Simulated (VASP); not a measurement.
A run of VASP 6.6.1:

The input INCAR:

```
SYSTEM = Al12H
ALGO     = Normal         ! electronic algorithm
DIPOL    = 0.5 0.5 0.306
EDIFF    = 1E-6           ! SCF threshold, eV
ENCUT    = 520            ! plane-wave cutoff, eV
GGA      = PE             ! functional
IDIPOL   = 3            
ISIF     = 2              ! what is computed and relaxed
ISMEAR   = 0              ! smearing method
IVDW     = 12             ! dispersion correction
LASPH    = .True.         ! aspherical terms in the spheres
LCHARG   = .True.         ! write CHGCAR
LDIPOL   = .True.       
LELF     = .True.         ! ELF
LREAL    = .False.        ! projectors in reciprocal space
LVACPOTAV= .True.       
LVHAR    = .True.       
LWAVE    = .False.        ! write WAVECAR
NBANDS   = 30             ! bands
NELM     = 60             ! most SCF steps
PREC     = Accurate       ! precision mode
SIGMA    = 0.1            ! smearing width, eV
```

File KPOINTS:

```
k-points
0
Gamma
  6 6 1
  0 0 0
```

File POSCAR:

```
Al12H
1.0
    5.6314608543      0.0000000000      0.0000000000
   -2.8157304272      4.8769881603      0.0000000000
    0.0000000000      0.0000000000     21.6684292099
Al H
12 1
Direct
    0.3333333333      0.1666666667      0.1846003677
    0.3333333333      0.6666666667      0.1846003677
    0.8333333333      0.1666666667      0.1846003677
    0.8333333333      0.6666666667      0.1846003677
    0.1666666667      0.3333333333      0.2900502825
    0.1666666667      0.8333333333      0.2900502825
    0.6666666667      0.3333333333      0.2900502825
    0.6666666667      0.8333333333      0.2900502825
    0.0000000000      0.0000000000      0.3954337957
    0.0000000000      0.5000000000      0.3954337957
    0.5000000000      0.0000000000      0.3954337957
    0.5000000000      0.5000000000      0.3954337957
    0.1666666667      0.3333333333      0.4969639980
```

Potentials or basis: VASP PAW PBE potentials, release 64 (Al, H).

Command:

```bash
$ cat potpaw_PBE.64/Al/POTCAR potpaw_PBE.64/H/POTCAR > POTCAR
$ mpirun -np 1 vasp_std > vasp.out
```

Hardware: 1 thread of AMD EPYC 9R45 96-Core Processor (Zen 5), with other jobs on the host.

Q: Estimate the wall time of this run.

A: Wall time 2.4 min on 1 thread of AMD EPYC 9R45 96-Core Processor (Zen 5), on a shared host, peak memory 0.61 GiB. Counts: scf iterations 26, k points 7.
